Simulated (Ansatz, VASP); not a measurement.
**One calculation of CdS, two programs**

The input INCAR:

```
SYSTEM = CdS
ALGO     = Normal         ! electronic algorithm
EDIFF    = 1E-6           ! SCF threshold, eV
ENCUT    = 520            ! plane-wave cutoff, eV
GGA      = PE             ! functional
ISIF     = 2              ! what is computed and relaxed
ISMEAR   = -1             ! smearing method
LASPH    = .True.         ! aspherical terms in the spheres
LCHARG   = .False.        ! write CHGCAR
LREAL    = .False.        ! projectors in reciprocal space
LWAVE    = .False.        ! write WAVECAR
NBANDS   = 26             ! bands
NELM     = 60             ! most SCF steps
PREC     = Accurate       ! precision mode
SIGMA    = 0.01           ! smearing width, eV
```

File KPOINTS:

```
k-points
0
Gamma
  7 7 4
  0 0 0
```

File POSCAR:

```
CdS
1.0
    4.1347992034      0.0000000000      0.0000000000
   -2.0673996017      3.5808411497      0.0000000000
    0.0000000000      0.0000000000      6.6815100000
Cd S
2 2
Direct
    0.3333333333      0.6666666667      0.0000000000
    0.6666666667      0.3333333333      0.5000000000
    0.3333333333      0.6666666667      0.3850000000
    0.6666666667      0.3333333333      0.8850000000
```

Input for Ansatz:

```yaml
crystal:
  lattice:
    - [4.1347992034, 0.0, 0.0]
    - [-2.0673996017, 3.5808411497, 0.0]
    - [0.0, 0.0, 6.68151]
  atoms:
    - { symbol: Cd, position: [0.3333333333, 0.6666666667, 0.0] }
    - { symbol: Cd, position: [0.6666666667, 0.3333333333, 0.5] }
    - { symbol: S, position: [0.3333333333, 0.6666666667, 0.385] }
    - { symbol: S, position: [0.6666666667, 0.3333333333, 0.885] }
kpoints:
  mp_grid: { grid: [7, 7, 4] }
  band_path:
    path:
      - [0.0, 0.0, 0.0]
      - [0.5, 0.0, 0.0]
      - [0.3333333333, 0.3333333333, 0.0]
      - [0.0, 0.0, 0.0]
      - [0.0, 0.0, 0.5]
      - [0.5, 0.0, 0.5]
      - [0.3333333333, 0.3333333333, 0.5]
      - [0.0, 0.0, 0.5]
      - [0.5, 0.0, 0.5]
    npoints: 5
scf:
  occupations: { method: fermi_dirac, width: 0.01 }
hamiltonian:
  xc: pbe
  pseudopotentials: { kind: all_electron, lapw: { basis_error: 0.001 } }
output:
  forces: true
  stress: true
  eigenvalues: true
```

Change from the starting cell: zz strain of -1 %.

Alike in both runs: task single point; functional PBE; k mesh 7 × 7 × 4; occupations fermi-dirac, width 0.01 eV; no spin polarisation.

|  | VASP | Ansatz |
| --- | --- | --- |
| version | VASP 6.6.1 | Ansatz 0.2.0 |
| potentials or method | VASP PAW PBE potentials, release 64 (Cd, S), cutoff 520 eV | all-electron LAPW, scalar-relativistic |

|  | VASP | Ansatz | Ansatz less VASP |
| --- | --- | --- | --- |
| gap on the k mesh at the Fermi level (eV) | 1.26 | 1.26 | -0.003 |
| pressure (GPa) | 3.5 | 3.2 | -0.33 |
| traceless stress, the component that is largest in VASP (GPa) | -0.96 | -0.92 | +0.037 |
| rms of the force components (eV/Å) | 0.120 | 0.117 | -0.0032 |

Atom by atom the forces differ by 0.003 eV/Å (rms over components). Ansatz ran all-electron here, and VASP with PAW potentials.
